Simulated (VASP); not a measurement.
# C18S in VASP: single point with PBE+D3(BJ)

Aim: the single point of C18S with PBE+D3(BJ).

Program: VASP 6.6.1. These are calculated values, not measurements. Logs are shortened: lines on timing, memory, paths and dates and some standing lists are left out, and cuts for length are marked.

## 1. The cell of the first run

The cell holds a slab with vacuum, 19 atoms: a = 7.398 Å, b = 7.398 Å, c = 13.000 Å, α = 90.00°, β = 90.00°, γ = 120.00°.

## 2. Single point, PBE+D3(BJ), collinear spin, zero start

Input file INCAR:

```
SYSTEM = C18S
PREC     = Accurate       ! precision mode
ENCUT    = 520            ! plane-wave cutoff, eV
EDIFF    = 1E-6           ! SCF threshold, eV
ISMEAR   = -1             ! smearing method
SIGMA    = 0.05           ! smearing width, eV
LREAL    = .FALSE.        ! projectors in reciprocal space
LASPH    = .TRUE.         ! aspherical terms in the spheres
NELM     = 200            ! most SCF steps
ALGO     = Normal         ! electronic algorithm
ISIF     = 2              ! what is computed and relaxed
LWAVE    = .FALSE.        ! write WAVECAR
LCHARG   = .TRUE.         ! write CHGCAR
ISPIN    = 2              ! spin polarisation
MAGMOM   = 0 0 0 0 0 0 0 0 0 0 0 0 0 0 0 0 0 0 0 ! initial moments
LORBIT   = 11             ! projections on sites
GGA      = PE             ! functional
IVDW     = 12             ! dispersion correction
LELF     = .TRUE.         ! ELF
LVHAR    = .TRUE.       
NBANDS   = 58             ! bands
GGA_COMPAT= .FALSE.      
NELMDL   = -8
```

Input file KPOINTS:

```
regular mesh
0
G
  2 2 1
  0 0 0
```

Input file POSCAR:

```
C18S
1.0
    7.3980000000      0.0000000000      0.0000000000
   -3.6990000000      6.4068560000      0.0000000000
    0.0000000000      0.0000000000     13.0000000000
C S
18 1
Direct
    0.0049699989      0.0001595166      0.0719350769
    0.2267316646      0.1111470275      0.0709636154
    0.0049356973      0.3330873989      0.0723352308
    0.2266149177      0.4437491650      0.0713201538
    0.0038704081      0.6660238657      0.0702032308
    0.2262644554      0.7772128795      0.0711496923
    0.3370660362     -0.0002118044      0.0725839231
    0.5576691899      0.1121323782      0.0795039231
    0.3373644796      0.3328122249      0.0723873077
    0.5593289481      0.4436692506      0.0721560769
    0.3369057691      0.6655125384      0.0728993077
    0.5576839940      0.7735085664      0.0797394615
    0.6715842625     -0.0001445327      0.0955293077
    0.8972869941      0.1126580650      0.0774705385
    0.6704120497      0.3332620555      0.0735663846
    0.8927485891      0.4437691436      0.0718861538
    0.6705295132      0.6653288290      0.0734676923
    0.8927633433      0.7771579383      0.0715898462
    0.6609983991      0.9918783878      0.2446980769
```

Potentials or basis: VASP PAW PBE potentials, release 64 (C, S).

Run with:

```bash
> cat potpaw_PBE.64/C/POTCAR potpaw_PBE.64/S/POTCAR > POTCAR
> mpirun -np 1 vasp_std > vasp.out
```

OUTCAR:

```text
SYSTEM = C18S
   PREC = Accurate
   ENCUT = 520
   EDIFF = 1E-6
   ISMEAR = -1
   LREAL = .FALSE.
   LASPH = .TRUE.
   NELM = 200
   ISIF = 2
   ISPIN = 2
   LORBIT = 11
   GGA = PE
   IVDW = 12
   NELMDL = -8
 IVDW          = 12

 ion  position               nearest neighbor table
   1  0.005  0.000  0.072-  14 1.41   2 1.42  18 1.43
   2  0.227  0.111  0.071-   9 1.42   7 1.42   1 1.42
   3  0.005  0.333  0.072-  14 1.41   4 1.42  16 1.43
   4  0.227  0.444  0.071-   3 1.42   9 1.42  11 1.42
   5  0.004  0.666  0.070-  18 1.42  16 1.42   6 1.42
   6  0.226  0.777  0.071-  11 1.42   5 1.42   7 1.43
   7  0.337  1.000  0.073-   8 1.42   2 1.42   6 1.43
   8  0.558  0.112  0.080-   7 1.42  15 1.42  13 1.46
   9  0.337  0.333  0.072-   2 1.42   4 1.42  10 1.42
  10  0.559  0.444  0.072-  15 1.42  17 1.42   9 1.42
  11  0.337  0.666  0.073-  12 1.42   4 1.42   6 1.42
  12  0.558  0.774  0.080-  11 1.42  17 1.42  13 1.46
  13  0.672  1.000  0.096-   8 1.46  12 1.46  14 1.46  19 1.94
  14  0.897  0.113  0.077-   1 1.41   3 1.41  13 1.46
  15  0.670  0.333  0.074-   8 1.42  10 1.42  16 1.42
  16  0.893  0.444  0.072-   5 1.42  15 1.42   3 1.43
  17  0.671  0.665  0.073-  12 1.42  10 1.42  18 1.42
  18  0.893  0.777  0.072-   5 1.42  17 1.42   1 1.43
  19  0.661  0.992  0.245-  13 1.94

  LATTYP: Found a hexagonal cell.
 ALAT       =     7.3980000000
 C/A-ratio  =     1.7572316842

  Lattice vectors:

 A1 = (   7.3980000000,   0.0000000000,   0.0000000000)
 A2 = (  -3.6990000000,   6.4068560000,   0.0000000000)
 A3 = (   0.0000000000,   0.0000000000,  13.0000000000)

Analysis of symmetry for initial positions (statically):
=====================================================================
 Subroutine PRICEL returns:
 Original cell was already a primitive cell.

 Routine SETGRP: Setting up the symmetry group for a
 hexagonal supercell.

 Subroutine GETGRP returns: Found  1 space group operations
 (whereof  1 operations were pure point group operations)
 out of a pool of 24 trial point group operations.

The static configuration has the point symmetry C_1 .

Analysis of symmetry for dynamics (positions and initial velocities):
=====================================================================
 Subroutine PRICEL returns:
 Original cell was already a primitive cell.

 Routine SETGRP: Setting up the symmetry group for a
 hexagonal supercell.

 Subroutine GETGRP returns: Found  1 space group operations
 (whereof  1 operations were pure point group operations)
 out of a pool of 24 trial point group operations.

The dynamic configuration has the point symmetry C_1 .

Analysis of structural, dynamic, and magnetic symmetry:
=====================================================================
 Subroutine PRICEL returns:
 Original cell was already a primitive cell.

 Routine SETGRP: Setting up the symmetry group for a
 hexagonal supercell.

 Subroutine GETGRP returns: Found  1 space group operations
 (whereof  1 operations were pure point group operations)
 out of a pool of 24 trial point group operations.

The overall configuration has the point symmetry C_1 .

 Subroutine INISYM returns: Found  1 space group operations
 (whereof  1 operations are pure point group operations),
 and found     1 'primitive' translations

----------------------------------------------------------------------------------------

                                     Primitive cell

  volume of cell :     616.1730

  direct lattice vectors                    reciprocal lattice vectors
     7.398000000  0.000000000  0.000000000     0.135171668  0.078041398  0.000000000
    -3.699000000  6.406856000  0.000000000     0.000000000  0.156082796  0.000000000
     0.000000000  0.000000000 13.000000000     0.000000000  0.000000000  0.076923077

  length of vectors
     7.398000000  7.398000054 13.000000000     0.156082797  0.156082796  0.076923077

  position of ions in fractional coordinates (direct lattice)
     0.004969999  0.000159517  0.071935077
     0.226731665  0.111147028  0.070963615
     0.004935697  0.333087399  0.072335231
     0.226614918  0.443749165  0.071320154
     0.003870408  0.666023866  0.070203231
     0.226264455  0.777212879  0.071149692
[... 72 lines left out ...]
   dimension x,y,z NGXF=   112 NGYF=  112 NGZF=  196
   ions per type =              18   1
   NGX,Y,Z   is equivalent  to a cutoff of  12.58, 12.58, 12.53 a.u.
   NGXF,Y,Z  is equivalent  to a cutoff of  25.17, 25.17, 25.06 a.u.
 SYSTEM =  C18S
   PREC   = accura    normal or accurate (medium, high low for compatibility)
   ISTART =      0    job   : 0-new  1-cont  2-samecut
   ICHARG =      2    charge: 1-file 2-atom 10-const
   ISPIN  =      2    spin polarized calculation?
   LNONCOLLINEAR =      F non collinear calculations
   LSORBIT =      F    spin-orbit coupling
   LASPH  =      T    aspherical Exc in radial PAW
   ENCUT  =  520.0 eV  38.22 Ry    6.18 a.u.  13.76 13.76 24.17*2*pi/ulx,y,z
   NELM   =    200;   NELMIN=  2; NELMDL= -8     # of ELM steps
   EDIFF  = 0.1E-05   stopping-criterion for ELM
   LREAL  =      F    real-space projection
   EDIFFG = 0.1E-04   stopping-criterion for IOM
   NSW    =      0    number of steps for IOM
   IBRION =     -1    ionic relax: 0-MD 1-quasi-New 2-CG
   NFREE  =      0    steps in history (QN), initial steepest desc. (CG)
   ISIF   =      2    stress and relaxation
   ISYM   =      2    0-nonsym 1-usesym 2-fastsym
   POTIM  = 0.5000    time-step for ionic-motion
   TEBEG  =    0.0;   TEEND  =   0.0 temperature during run
   PSTRESS=    0.0 pullay stress
   NELECT =      78.0000    total number of electrons
   NUPDOWN=      -1.0000    fix difference up-down
   EMIN   =  10.00;   EMAX   =-10.00  energy-range for DOS
   EFERMI =   0.00;   METHOD = LEGACY
   ISMEAR =    -1;   SIGMA  =   0.05  broadening in eV -4-tet -1-fermi 0-gaus
   EFERMI_NEDOS =   21; number of points for ismear=-14 and -15
   IALGO  =     38    algorithm
   IMIX   =      4    mixing-type and parameters
     AMIX     =   0.40;   BMIX     =  1.00
     AMIX_MAG =   1.60;   BMIX_MAG =  1.00
  volume/ion in A,a.u.               =      32.43       218.85
  Fermi-wavevector in a.u.,A,eV,Ry     =   0.822001  1.553356  9.193253  0.675685
  Thomas-Fermi vector in A             =   1.933259
   LORBIT       =     11    0 simple, 1 ext, 2 COOP (PROOUT), +10 PAW based schemes
   GGA     = PE    functional components
   LHFCALC =     F    Hartree Fock is set to
   AEXX    =    0.0000 exact exchange contribution
   IVDW    =    12    specifies the selected vdW correction
   LEPSILON=     F    determine dielectric tensor
   LRPA    =     F    only Hartree local field effects (RPA)
 spin polarized calculation
  energy-cutoff  :      520.00
  volume of cell :      616.17
 maximum number of plane-waves:     16651
 NGX is ok and might be reduce to    56
   NGX = 27   NGY = 27   NGZ = 49

 number of electron      77.9999999 magnetization       0.0001160

 number of electron      77.9999999 magnetization      -0.0000012

 Free energy of the ion-electron system (eV)
  ---------------------------------------------------
  ext. energy  EPLUGINS =         0.00000000
  ---------------------------------------------------
  free energy    TOTEN  =      -167.23317463 eV

  energy without entropy =     -167.18694176  energy(sigma->0) =     -167.21005819

 E-fermi :  -2.0319     XC(G=0):  -3.7778

 val. band max:       -2.0643031392   @ k =   0.0000   0.0000   0.0000
 cond. band min:      -1.9284995467   @ k =   0.0000   0.5000   0.0000
 fundamental gap:      0.1358035925
 Fermi energy:        -2.0319207223

 spin component 1

 k-point     1 :       0.0000    0.0000    0.0000
  band No.  band energies     occupation
      1     -21.7626      1.00000
      2     -19.4696      1.00000
      3     -19.1694      1.00000
      4     -19.1666      1.00000
      5     -19.0887      1.00000
      6     -19.0835      1.00000
[... 205 lines left out ...]
     50       3.7703      0.00000
     51       4.1302      0.00000
 Fermi energy:        -2.0319207223

 spin component 2

 k-point     1 :       0.0000    0.0000    0.0000
  band No.  band energies     occupation
      1     -21.7626      1.00000
      2     -19.4696      1.00000
      3     -19.1694      1.00000
      4     -19.1666      1.00000
      5     -19.0887      1.00000
      6     -19.0835      1.00000
[... 205 lines left out ...]
     50       3.7704      0.00000
     51       4.1302      0.00000
 [bands above 51 left out]

------------------------ aborting loop because EDIFF is reached ----------------------------------------

 Edisp (eV)   -1.80478

 E8    (eV) :    -0.5702

  FORCE on cell =-STRESS in cart. coord.  units (eV):
  Direction    XX          YY          ZZ          XY          YZ          ZX
  --------------------------------------------------------------------------------------
  -------------------------------------------------------------------------------------
  Total       2.06837     2.01862    -0.36095     0.07222     0.00092     0.02283
  in kB       5.37818     5.24883    -0.93854     0.18777     0.00239     0.05938
  external pressure =        3.23 kB  Pullay stress =        0.00 kB

 VOLUME and BASIS-vectors are now :
 -----------------------------------------------------------------------------
  energy-cutoff  :      520.00
  volume of cell :      616.17
      direct lattice vectors                 reciprocal lattice vectors
     7.398000000  0.000000000  0.000000000     0.135171668  0.078041398  0.000000000
    -3.699000000  6.406856000  0.000000000     0.000000000  0.156082796  0.000000000
     0.000000000  0.000000000 13.000000000     0.000000000  0.000000000  0.076923077

 POSITION                                       TOTAL-FORCE (eV/Angst)
 -----------------------------------------------------------------------------------
      0.03618      0.00102      0.93516         0.007337     -0.013807      0.002523
      1.26623      0.71210      0.92253        -0.008053      0.007362      0.003364
     -1.19558      2.13404      0.94036         0.010362      0.002680     -0.006047
      0.03507      2.84304      0.92716        -0.013579      0.012603     -0.005104
     -2.43499      4.26712      0.91264         0.010915     -0.004178     -0.003435
     -1.20101      4.97949      0.92495         0.014871     -0.008014      0.001310
[... 11 lines left out ...]
      3.72996      4.97914      0.93067        -0.015064      0.003107     -0.002490
      1.22111      6.35482      3.18107         0.013788     -0.001124     -0.095507
 -----------------------------------------------------------------------------------
    total drift:                                0.000123      0.000065     -0.000270

  FREE ENERGIE OF THE ION-ELECTRON SYSTEM (eV)
  ---------------------------------------------------
  free  energy   TOTEN  =      -169.0379567579 eV

  energy  without entropy=     -168.9917238794  energy(sigma->0) =     -169.01484032

 total charge

# of ion       s       p       d       tot
------------------------------------------
    1        0.861   1.801   0.000   2.662
    2        0.865   1.784   0.000   2.650
    3        0.861   1.801   0.000   2.662
    4        0.866   1.784   0.000   2.650
    5        0.862   1.787   0.000   2.649
    6        0.864   1.772   0.000   2.636
[... 11 lines left out ...]
   18        0.864   1.771   0.000   2.635
   19        1.379   2.243   0.000   3.622
--------------------------------------------------
tot         16.904  34.291   0.000  51.196

 magnetization (x)

# of ion       s       p       d       tot
------------------------------------------
    1       -0.000  -0.000   0.000  -0.000
    2        0.000   0.000   0.000   0.000
    3       -0.000  -0.000   0.000  -0.000
    4        0.000   0.000   0.000   0.000
    5       -0.000  -0.000   0.000  -0.000
    6        0.000   0.000   0.000   0.000
[... 11 lines left out ...]
   18        0.000   0.000   0.000   0.000
   19        0.000   0.000   0.000   0.000
--------------------------------------------------
tot         -0.000  -0.000   0.000  -0.000
```

Wall time 11 min (1 thread of Intel Xeon 6975P-C (Granite Rapids), shared host); peak memory 0.95 GiB.

Results:

| Item | Value |
| --- | --- |
| Free energy | -169.0380 eV |
| Largest force | 0.097 eV/Å |
| Band gap on the k mesh | 0.14 eV (least direct gap 0.16 eV) |
| Net moment | 0.00 μB per cell |
| Valence electrons inside the program's atomic spheres | C 2.66, 2.65, 2.64, 2.62, 2.61, 2.59, 2.63 (each value once); S 3.62 |
| Dispersion energy per atom | -0.095 eV |

Forces on the atoms (eV/Å):
```
C    0.007 -0.014  0.003
C   -0.008  0.007  0.003
C    0.010  0.003 -0.006
C   -0.014  0.013 -0.005
C    0.011 -0.004 -0.003
C    0.015 -0.008  0.001
C    0.014 -0.003  0.004
C   -0.017  0.029 -0.013
C    0.026 -0.011  0.001
C   -0.021  0.006 -0.002
C   -0.022 -0.020 -0.002
C    0.011  0.053  0.034
C   -0.019 -0.009  0.053
C   -0.029 -0.017  0.031
C    0.004 -0.030 -0.004
C    0.013  0.006  0.005
C    0.020 -0.004 -0.001
C   -0.015  0.003 -0.002
S    0.014 -0.001 -0.096
```

Levels at points of the mesh, in eV from the valence-band top:
Spin up:
```csv
k point,band 37,band 38,band 39,band 40,band 41,band 42
"(0.00, 0.00, 0.00)",-0.95,-0.89,0.00,0.16,0.23,1.90
"(0.50, 0.00, 0.00)",-2.48,-0.68,-0.61,0.18,1.93,2.45
"(0.00, 0.50, 0.00)",-2.49,-0.65,-0.61,0.14,1.95,2.44
"(0.50, 0.50, 0.00)",-2.49,-0.65,-0.63,0.15,1.94,2.44
```
Spin down:
```tsv
k point	band 36	band 37	band 38	band 39	band 40	band 41	band 42	band 43
(0.00, 0.00, 0.00)	-1.51	-0.95	-0.89	0.00	0.16	0.23	1.90	3.59
(0.50, 0.00, 0.00)	-2.69	-2.48	-0.68	-0.61	0.18	1.93	2.45	2.48
(0.00, 0.50, 0.00)	-2.69	-2.49	-0.65	-0.61	0.14	1.95	2.44	2.48
(0.50, 0.50, 0.00)	-2.69	-2.49	-0.65	-0.63	0.15	1.94	2.44	2.47
```

Caveat: the k points lie up to 0.49 Å⁻¹ apart; there is no dipole correction, which matters where the two faces differ; semilocal functionals underestimate gaps, and a narrow one can read as zero.
